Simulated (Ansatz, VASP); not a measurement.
# Two plane-wave programs on AlFe

INCAR

```
SYSTEM = AlFe
ALGO = Fast
EDIFF = 1E-6
ENCUT = 520
GGA = PS
ISIF = 2
ISMEAR = 0
ISPIN = 2
LASPH = .TRUE.
LCHARG = .FALSE.
LMAXMIX = 4
LORBIT = 11
LREAL = .FALSE.
LWAVE = .FALSE.
MAGMOM = 0 0.75
NBANDS = 16
NELM = 150
PREC = Accurate
SIGMA = 0.15
```

Contents of KPOINTS:

```
k-points
0
G
  18 18 18
  0 0 0
```

The input POSCAR:

```
AlFe
1.0
    2.8101492208      0.0000000000      0.0000000000
    0.0000000000      2.8101492208      0.0000000000
    0.0000000000      0.0000000000      3.3825766170
Al Fe
1 1
Direct
    0.0000000000      0.0000000000      0.0000000000
    0.5000000000      0.5000000000      0.5000000000
```

Input for Ansatz:

```yaml
crystal:
  lattice:
    - [2.8101492208, 0.0, 0.0]
    - [0.0, 2.8101492208, 0.0]
    - [0.0, 0.0, 3.382576617]
  atoms:
    - { symbol: Al, position: [0.0, 0.0, 0.0] }
    - { symbol: Fe, position: [0.5, 0.5, 0.5], spin: 0.75 }
basis:
  ecutwfc: 520.0
kpoints:
  mp_grid: { grid: [18, 18, 18] }
hamiltonian:
  xc: pbesol
scf:
  occupations: { method: gaussian, width: 0.15 }
output:
  forces: true
  stress: true
  eigenvalues: true
  populations: true
magnetization:
  spin_polarized: true
```

Alike in both runs: task single point; functional PBEsol; k mesh 18 × 18 × 18; occupations gaussian, width 0.15 eV; collinear spin.

```csv
,VASP,Ansatz
version,VASP 6.6.1,Ansatz 0.2.0
potentials or method,"VASP PAW PBE potentials, release 64 (Al, Fe), cutoff 520 eV","scalar-relativistic, plane waves, PAW"
valence electrons in the cell,11,19
```

Ansatz gave:

| Item | Value |
| --- | --- |
| gap on the k mesh at the Fermi level (eV) | none |
| pressure (GPa) | -15.3 |
| traceless stress, the component that is largest in VASP (GPa) | 0.22 |
| net moment per atom (μB) | 0.73 |
| size of the moment on the site where the two differ most (μB) | 0.06 |

Problem. Which values does VASP return?

Solution. gap on the k mesh at the Fermi level (eV): none; pressure (GPa): -15.2; traceless stress, the component that is largest in VASP (GPa): -0.02; net moment per atom (μB): 0.73; size of the moment on the site where the two differ most (μB): 0.04.

VASP's potentials were made for PBE, not for PBEsol. Site moments also hang on the region over which each program counts them. A gap of «none» marks a metal or a gap that the smearing closes. With one functional, cell and mesh, what is left measures potentials, basis and numerics. VASP's potentials hold 11 valence electrons a cell and Ansatz's 19, so a difference there can come from the potentials and not from the codes.
